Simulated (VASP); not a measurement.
Write the native input for VASP 6.6.1 that does the following.

```yaml
Task: single point
Functional: revPBE
Dispersion: D4
Potentials_or_basis: VASP PAW PBE potentials, release 64 (C)
Cutoff: 520 eV
k_mesh: 12 × 12 × 4
Occupations: fermi-dirac, width 0.05 eV
Spin: no spin polarisation
Dipole_correction: no
Further_INCAR_settings: ALGO = Normal; EDIFF = 1e-06; NBANDS = 26
```

The structure of C lies in POSCAR:

```
C
1.0
    2.5051726443      0.0000000000      0.0000000000
   -1.2525863222      2.1695431509      0.0000000000
    0.0000000000      0.0000000000      8.1818157839
C
8
Direct
    0.6666666667      0.3333333333      0.8437500000
    0.3333333333      0.6666666667      0.3437500000
    0.6666666667      0.3333333333      0.6562500000
    0.3333333333      0.6666666667      0.1562500000
    0.0000000000      0.0000000000      0.9062500000
    0.0000000000      0.0000000000      0.4062500000
    0.0000000000      0.0000000000      0.5937500000
    0.0000000000      0.0000000000      0.0937500000
```

The input as run:

INCAR

```
SYSTEM = C
ALGO = Normal ; EDIFF = 1E-6
ENCUT = 520 ; GGA = RE
ISIF = 2 ; ISMEAR = -1
IVDW = 13 ; LASPH = .TRUE.
LCHARG = .FALSE. ; LREAL = .FALSE.
LWAVE = .FALSE. ; NBANDS = 26
NELM = 80 ; PREC = Accurate
SIGMA = 0.05
```

KPOINTS

```
k-points
0
G
  12 12 4
  0 0 0
```

Potentials or basis: VASP PAW PBE potentials, release 64 (C).

Launch:

```sh
$ cat potpaw_PBE.64/C/POTCAR > POTCAR
$ mpirun -np 1 vasp_std > vasp.out
```

Results of the run:

The pressure is 3.6 GPa and the largest force is 0.341 eV/Å. The band gap on the k mesh is 4.45 eV, indirect (least direct gap 5.23 eV) and the dispersion energy per atom is -0.508 eV.

Caveat: the PAW data sets were made with another functional, which shifts forces and pressure a little.

It took 27 s on 1 thread of Intel(R) Xeon(R) 6975P-C (Granite Rapids) (shared host), peak memory 0.18 GiB.
